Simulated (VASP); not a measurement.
# SiC (F-43m) in VASP: further runs, part 2 of 2

VASP 6.6.1.

### 5 Relaxation of cell and atoms, PBEsol, target pressure 1 GPa, at which the enthalpy is minimised

This run uses another cell than the first one, of 10.34 Å³/atom, 1.018 times its volume.

Input file INCAR:

```
SYSTEM = SiC
PREC     = Accurate       ! precision mode
ENCUT    = 600            ! plane-wave cutoff, eV
EDIFF    = 1E-7           ! SCF threshold, eV
ISMEAR   = 0              ! smearing method
SIGMA    = 0.01           ! smearing width, eV
LREAL    = .FALSE.        ! projectors in reciprocal space
LASPH    = .TRUE.         ! aspherical terms in the spheres
NELM     = 80             ! most SCF steps
ALGO     = Normal         ! electronic algorithm
ISIF     = 3              ! what is computed and relaxed
LWAVE    = .FALSE.        ! write WAVECAR
LCHARG   = .FALSE.        ! write CHGCAR
GGA      = PS             ! functional
IBRION   = 2              ! ionic algorithm
NSW      = 100            ! ionic steps
EDIFFG   = -0.002         ! ionic threshold
PSTRESS  = 10.0
```

Input file KPOINTS:

```
regular mesh
0
G
  10 10 10
  0 0 0
```

Input file POSCAR:

```
SiC
1.0
    0.0000000000      2.1784126226      2.1784126226
    2.1784126226      0.0000000000      2.1784126226
    2.1784126226      2.1784126226      0.0000000000
Si C
1 1
Direct
    0.0000000000      0.0000000000      0.0000000000
    0.7500000000      0.7500000000      0.7500000000
```

Potentials or basis: VASP PAW PBE potentials, release 64 (Si, C).

The run is started by

```bash
> cat potpaw_PBE.64/Si/POTCAR potpaw_PBE.64/C/POTCAR > POTCAR
> mpirun -np 1 vasp_std > vasp.out
```

OUTCAR:

```text
SYSTEM = SiC
   PREC = Accurate
   ENCUT = 600
   EDIFF = 1E-7
   ISMEAR = 0
   LREAL = .FALSE.
   LASPH = .TRUE.
   NELM = 80
   ISIF = 3
   GGA = PS
   IBRION = 2
   NSW = 100
   EDIFFG = -0.002
   PSTRESS = 10.0

 ion  position               nearest neighbor table
   1  0.000  0.000  0.000-   2 1.89   2 1.89   2 1.89   2 1.89
   2  0.750  0.750  0.750-   1 1.89   1 1.89   1 1.89   1 1.89

  LATTYP: Found a face centered cubic cell.
 ALAT       =     4.3568252452

  Lattice vectors:

 A1 = (   0.0000000000,   2.1784126226,   2.1784126226)
 A2 = (   2.1784126226,   0.0000000000,   2.1784126226)
 A3 = (   2.1784126226,   2.1784126226,   0.0000000000)

Analysis of symmetry for initial positions (statically):
=====================================================================
 Subroutine PRICEL returns:
[... 262 lines left out ...]
 cond. band min:       9.3350141249   @ k =   0.5000   0.5000   0.0000
 fundamental gap:      1.2302753417
 Fermi energy:         8.1607406060

 k-point     1 :       0.0000    0.0000    0.0000
  band No.  band energies     occupation
      1      -7.3535      2.00000
      2       8.1047      2.00000
      3       8.1047      2.00000
      4       8.1047      2.00000
      5      14.3420      0.00000
      6      15.3778      0.00000
      7      15.3778      0.00000
      8      15.3778      0.00000
[... 243 lines left out ...]
 k-point    24 :       0.4000    0.3000    0.0000
  band No.  band energies     occupation
      1      -4.1824      2.00000
      2       2.5137      2.00000
      3       4.9122      2.00000
      4       5.4518      2.00000
      5      10.8648      0.00000
      6      13.6348      0.00000
      7      19.7045      0.00000
      8      20.0085      0.00000

 [... further k-points ...]

------------------------ aborting loop because EDIFF is reached ----------------------------------------

  FORCE on cell =-STRESS in cart. coord.  units (eV):
  Direction    XX          YY          ZZ          XY          YZ          ZX
  --------------------------------------------------------------------------------------
  -------------------------------------------------------------------------------------
  Total        0.1294725      0.1294725      0.1294725      0.0000000      0.0000000      0.0000000
  in kB       10.0686518     10.0686518     10.0686518      0.0000000      0.0000000      0.0000000
  external PRESSURE =       0.0686518 kB  Pullay stress =      10.0000000 kB
[... 21 lines left out ...]
  energy  without entropy=      -15.9158119603  energy(sigma->0) =      -15.91581196

  enthalpy is  TOTEN    =       -15.7872222182 eV   P V=        0.1285897421

 reached required accuracy - stopping structural energy minimisation
```

CONTCAR:

```text
SiC
   1.00000000000000
     0.0000000000000000    2.1758500914152648    2.1758500914152648
     2.1758500914152648    0.0000000000000000    2.1758500914152648
     2.1758500914152648    2.1758500914152648    0.0000000000000000
  Si              C
     1     1
Direct
     0.0000000000000000    0.0000000000000000    0.0000000000000000
     0.7500000000000000    0.7500000000000000    0.7500000000000000

  0.00000000E+00  0.00000000E+00  0.00000000E+00
  0.00000000E+00  0.00000000E+00  0.00000000E+00
```

It took 25 s on 1 thread of AMD EPYC 7R43 (Zen 3), shared host; peak memory 0.12 GiB.

Results:

```yaml
Free_energy: -15.9158 eV
Relaxed_volume: 10.30 Å³/atom
Relaxed_cell: a = 3.077 Å, b = 3.077 Å, c = 3.077 Å, α = 60.00°, β = 60.00°, γ = 60.00°
Space_group_after_relaxing_to_0.05_Å: F-43m (No. 216)
Energy_change_on_relaxing_the_enthalpy_is_what_falls: +0.1 meV/atom
Ionic_steps: 3
Pressure_after_relaxing: 1.0 GPa
Band_gap_on_the_k_mesh: 1.23 eV, indirect (least direct gap 4.45 eV)
```

Step by step:
```
step  energy change (eV)  largest force (eV/Å)  pressure (GPa)  volume (Å³)
   1              0.0000                0.0000            0.22        20.68
   2              0.0010                0.0000            1.86        20.52
   3              0.0003                0.0000            1.01        20.60
```

Final structure:
```
CELL_PARAMETERS angstrom
0.00000 2.17585 2.17585
2.17585 0.00000 2.17585
2.17585 2.17585 0.00000
ATOMIC_POSITIONS crystal
Si 0.00000 0.00000 0.00000
C 0.75000 0.75000 0.75000
```

Levels at points of the mesh, in eV from the valence-band top:
| k point | band 2 | band 3 | band 4 | band 5 | band 6 | band 7 |
| --- | --- | --- | --- | --- | --- | --- |
| (0.00, 0.00, 0.00) | 0.00 | 0.00 | 0.00 | 6.24 | 7.27 | 7.27 |
| (0.50, 0.00, 0.00) | -8.62 | -1.06 | -1.06 | 5.41 | 7.16 | 7.16 |
| (0.50, 0.50, 0.00) | -7.85 | -3.22 | -3.22 | 1.23 | 4.21 | 14.00 |

Caveat: the cell is relaxed towards a set pressure, so the enthalpy falls and the energy may rise; the PAW data sets were made with another functional, which shifts forces and pressure a little.

### 6 Summary

| task | cell | cutoff (eV) | gap on the mesh (eV) | pressure (GPa) |
| --- | --- | --- | --- | --- |
| single point | a = 3.063 Å, angles 60.0°, 2 atoms | 520 | 1.22 | 4.4 |
| single point | a = 3.050 Å, angles 60.0°, 2 atoms | 520 | 1.21 | 7.4 |
| single point | a = 3.038 Å, angles 60.0°, 2 atoms | 520 | 1.19 | 10.4 |
| relaxation of cell and atoms | relaxed to 1 GPa from a = 3.081 Å, angles 60.0°, 2 atoms | 600 | 1.23 | 1.0 |

Alike in all rows: level PBEsol; potentials or basis VASP PAW PBE potentials, release 64 (Si, C); no spin polarisation; k mesh 10 × 10 × 10; smearing gaussian 0.01 eV.

Caveats: the PAW data sets were made with another functional, which shifts forces and pressure a little; the cell is relaxed towards a set pressure, so the enthalpy falls and the energy may rise (some runs).

Total energies depend on the potentials used, so only differences within one code and one set of settings carry meaning.
